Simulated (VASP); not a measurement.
A run of VASP 6.6.1 is set up as follows.

Contents of POSCAR:

```
AlRu
1.0
    2.9838956116      0.0000000000      0.0000000000
    0.0000000000      2.9838956116      0.0000000000
    0.0000000000      0.0000000000      2.9838956116
Al Ru
1 1
Direct
    0.5000000000      0.5000000000      0.5000000000
    0.0000000000      0.0000000000      0.0000000000
```

INCAR.step1

```
SYSTEM = AlRu
  PREC = Accurate
  ENCUT = 520
  ISMEAR = 0
  SIGMA = 0.1
  LREAL = .False.
  LASPH = .True.
  NELM = 80
  NBANDS = 16
  GGA = PE
  ALGO = Normal
  EDIFF = 1E-4
  LWAVE = .True.
  LCHARG = .False.
```

Contents of INCAR.step2:

```
SYSTEM = AlRu
  PREC = Accurate
  ENCUT = 520
  EDIFF = 1E-6
  ISMEAR = 0
  SIGMA = 0.1
  LREAL = .False.
  LASPH = .True.
  NELM = 80
  ALGO = Normal
  ISIF = 2
  LWAVE = .False.
  LCHARG = .True.
  METAGGA = R2SCAN
  LMIXTAU = .True.
  LELF = .True.
  LVHAR = .True.
  NBANDS = 16
  ISTART = 1
```

Contents of KPOINTS:

```
regular mesh
0
Gamma
  8 8 8
  0 0 0
```

Potentials or basis: VASP PAW PBE potentials, release 64 (Al, Ru_pv).

Launch:

```bash
$ cat potpaw_PBE.64/Al/POTCAR potpaw_PBE.64/Ru_pv/POTCAR > POTCAR
$ cp INCAR.step1 INCAR
$ mpirun -np 1 vasp_std > vasp.out
$ cp INCAR.step2 INCAR
$ mpirun -np 1 vasp_std > vasp.out
```

**Question.** What does it give for the pressure?

**Answer.** 0.2 GPa.

**Question.** Predict the band gap on the k mesh.

**Answer.** Zero (an odd number of electrons rules out a gap without spin polarisation).

Caveat: the PAW data sets were made with another functional, which shifts forces and pressure a little.
